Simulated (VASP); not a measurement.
As:

```
CELL_PARAMETERS angstrom
1.88080 1.08588 3.51406
-1.88080 1.08588 3.51406
0.00000 -2.17176 3.51406
ATOMIC_POSITIONS crystal
As 0.22600 0.22600 0.22600
As 0.77400 0.77400 0.77400
```

* Program: VASP 6.6.1
* Task: relaxation of cell and atoms
* Functional: BLYP
* Dispersion: D4
* Potentials or basis: VASP PAW PBE potentials, release 64 (As)
* Cutoff: 600 eV
* k mesh: 9 × 9 × 9
* Occupations: fermi-dirac, width 0.05 eV
* Spin: no spin polarisation

At the start: pressure 3.2 GPa; volume 21.53 Å³/atom.

Question: How do energy, volume and symmetry change on relaxing?

Answer: Over 12 steps the energy falls by 11.4 meV/atom and the volume is 22.00 Å³/atom (+2.2 %); space group R-3m (No. 166, to 0.05 Å).

Step by step:
```csv
step,energy change (eV),largest force (eV/Å),pressure (GPa),volume (Å³)
1,0.0000,0.5109,3.16,43.06
2,-0.0087,0.2781,-2.45,45.76
3,-0.0214,0.0441,-0.18,44.55
4,-0.0214,0.0529,-0.13,44.52
5,-0.0218,0.0368,-0.07,44.40
6,-0.0223,0.0093,0.04,44.21
7,-0.0223,0.0428,0.26,43.83
8,-0.0225,0.0178,0.14,44.02
9,-0.0227,0.0217,-0.06,44.06
10,-0.0228,0.0226,-0.10,44.07
11,-0.0228,0.0152,0.07,43.97
12,-0.0228,0.0002,0.00,44.01
```

Final structure:
```cif
data_structure
_symmetry_space_group_name_H-M 'P 1'
_symmetry_Int_Tables_number 1
_cell_length_a 4.1260
_cell_length_b 4.1260
_cell_length_c 4.1260
_cell_angle_alpha 55.101
_cell_angle_beta 55.101
_cell_angle_gamma 55.101
_cell_volume 44.01
loop_
_atom_site_label
_atom_site_type_symbol
_atom_site_fract_x
_atom_site_fract_y
_atom_site_fract_z
_atom_site_occupancy
As1 As 0.22825 0.22825 0.22825 1
As2 As 0.77175 0.77175 0.77175 1
```

Caveat: the PAW data sets were made with another functional, which shifts forces and pressure a little.
